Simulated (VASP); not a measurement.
# SiC (P6_3mc) in VASP: notebook, part 2 of 2

VASP 6.6.1. The steps go on from the part before.

## Step 3: Single point, r2SCAN+rVV10

File POSCAR:

```
SiC
1.0
    3.0757543098      0.0000000029      0.0000000000
   -1.5378771574      2.6636813667      0.0000000000
    0.0000000000      0.0000000000     15.0941101308
Si C
6 6
Direct
    0.3333333333      0.6666666667      0.8329799328
    0.6666666667      0.3333333333      0.3329799328
    0.6666666667      0.3333333333      0.6665019998
    0.3333333333      0.6666666667      0.1665019998
    0.0000000000      0.0000000000      0.4997188914
    0.0000000000      0.0000000000      0.9997188914
    0.0000000000      0.0000000000      0.8743661593
    0.0000000000      0.0000000000      0.3743661593
    0.3333333333      0.6666666667      0.7079989695
    0.6666666667      0.3333333333      0.2079989695
    0.6666666667      0.3333333333      0.5415350473
    0.3333333333      0.6666666667      0.0415350473
```

File INCAR.step1:

```
ALGO     = Normal         # electronic algorithm
EDIFF    = 1E-5           # SCF threshold, eV
ENCUT    = 660            # plane-wave cutoff, eV
GGA      = PE             # functional
GGA_COMPAT= False        
ISMEAR   = 0              # smearing method
LASPH    = True           # aspherical terms in the spheres
LCHARG   = False          # write CHGCAR
LREAL    = False          # projectors in reciprocal space
LWAVE    = True           # write WAVECAR
NBANDS   = 36             # bands
NELM     = 120            # most SCF steps
PREC     = Accurate       # precision mode
SIGMA    = 0.02           # smearing width, eV
```

File INCAR.step2:

```
ALGO     = Normal         # electronic algorithm
BPARAM   = 11.95        
CPARAM   = 0.0093       
EDIFF    = 1E-6           # SCF threshold, eV
ENCUT    = 660            # plane-wave cutoff, eV
GGA_COMPAT= False        
ISIF     = 2              # what is computed and relaxed
ISMEAR   = 0              # smearing method
ISTART   = 1            
IVDW_NL  = 2            
LASPH    = True           # aspherical terms in the spheres
LCHARG   = True           # write CHGCAR
LELF     = True           # ELF
LMIXTAU  = True         
LREAL    = False          # projectors in reciprocal space
LUSE_VDW = True         
LVHAR    = True         
LWAVE    = False          # write WAVECAR
METAGGA  = R2SCAN         # meta-GGA
NBANDS   = 36             # bands
NELM     = 120            # most SCF steps
PREC     = Accurate       # precision mode
SIGMA    = 0.02           # smearing width, eV
```

File KPOINTS:

```
k-points
0
Gamma
  12 12 2
```

Potentials or basis: VASP PAW PBE potentials, release 64 (Si, C).

Command:

```console
cat potpaw_PBE.64/Si/POTCAR potpaw_PBE.64/C/POTCAR > POTCAR
cp INCAR.step1 INCAR
mpirun -np 1 vasp_std > vasp.out
cp INCAR.step2 INCAR
mpirun -np 1 vasp_std > vasp.out
```

OUTCAR:

```text
BPARAM = 11.95
   EDIFF = 1E-6
   ENCUT = 660
   ISIF = 2
   ISMEAR = 0
   ISTART = 1
   IVDW_NL = 2
   LASPH = True
   LREAL = False
   METAGGA = R2SCAN
   NELM = 120
   PREC = Accurate

 ion  position               nearest neighbor table
   1  0.333  0.667  0.833-   7 1.88   7 1.88   7 1.88   9 1.89   3 3.08   3 3.08   3 3.08   6 3.08
                             6 3.08   6 3.08
   2  0.667  0.333  0.333-   8 1.88   8 1.88   8 1.88  10 1.89   4 3.08   4 3.08   4 3.08   5 3.08
                             5 3.08   5 3.08
   3  0.667  0.333  0.667-   9 1.88   9 1.88   9 1.88  11 1.89   1 3.08   1 3.08   1 3.08   5 3.08
                             5 3.08   5 3.08
   4  0.333  0.667  0.167-  10 1.88  10 1.88  10 1.88  12 1.89   2 3.08   2 3.08   2 3.08   6 3.08
                             6 3.08   6 3.08
   5  0.000  0.000  0.500-  11 1.88  11 1.88  11 1.88   8 1.89   2 3.08   2 3.08   2 3.08   3 3.08
                             3 3.08   3 3.08
   6  0.000  0.000  1.000-  12 1.88  12 1.88  12 1.88   7 1.89   1 3.08   1 3.08   1 3.08   4 3.08
                             4 3.08   4 3.08
[... 1158 lines left out ...]

 [... further k-points ...]

------------------------ aborting loop because EDIFF is reached ----------------------------------------

  FORCE on cell =-STRESS in cart. coord.  units (eV):
  Direction    XX          YY          ZZ          XY          YZ          ZX
  --------------------------------------------------------------------------------------
  -------------------------------------------------------------------------------------
  Total       -0.3070019     -0.3070019     -0.3033016     -0.0000000      0.0000000      0.0000000
  in kB       -3.9774997     -3.9774997     -3.9295598     -0.0000000      0.0000000      0.0000000
  external PRESSURE =      -3.9615197 kB  Pullay stress =       0.0000000 kB

 VOLUME and BASIS-vectors are now :
 -----------------------------------------------------------------------------
  energy-cutoff  :      660.00
  volume of cell :      123.66
      direct lattice vectors                 reciprocal lattice vectors
     3.075754310  0.000000003  0.000000000     0.325123498  0.187710139  0.000000000
    -1.537877157  2.663681367  0.000000000    -0.000000000  0.375420278  0.000000000
     0.000000000  0.000000000 15.094110131     0.000000000  0.000000000  0.066251007

 POSITION                                       TOTAL-FORCE (eV/Angst)
 -----------------------------------------------------------------------------------
     -0.00000      1.77579     12.57309        -0.000000      0.000000     -0.000490
      1.53788      0.88789      5.02604        -0.000000     -0.000000     -0.000490
      1.53788      0.88789     10.06025        -0.000000     -0.000000     -0.000528
     -0.00000      1.77579      2.51320         0.000000     -0.000000     -0.000528
      0.00000      0.00000      7.54281        -0.000000     -0.000000      0.001687
      0.00000      0.00000     15.08987         0.000000     -0.000000      0.001687
      0.00000      0.00000     13.19778        -0.000000      0.000000     -0.000251
      0.00000      0.00000      5.65072        -0.000000     -0.000000     -0.000251
     -0.00000      1.77579     10.68661         0.000000     -0.000000     -0.000413
      1.53788      0.88789      3.13956        -0.000000      0.000000     -0.000413
      1.53788      0.88789      8.17399         0.000000     -0.000000     -0.000005
     -0.00000      1.77579      0.62693        -0.000000      0.000000     -0.000005
 -----------------------------------------------------------------------------------
    total drift:                                0.000000      0.000000      0.001853

  FREE ENERGIE OF THE ION-ELECTRON SYSTEM (eV)
  ---------------------------------------------------
  free  energy   TOTEN  =      -115.3606585016 eV

  energy  without entropy=     -115.3606585016  energy(sigma->0) =     -115.36065850
```

It took 32 min on 1 thread of Intel Xeon 8259CL, shared host; peak memory 0.79 GiB.

What came out:

```yaml
Free_energy: -115.3607 eV
Pressure: -0.4 GPa
Band_gap_on_the_k_mesh: 2.37 eV (least direct gap 3.53 eV)
```

Caveat: the PAW data sets were made with another functional, which shifts forces and pressure a little. A k mesh can miss the band edges.
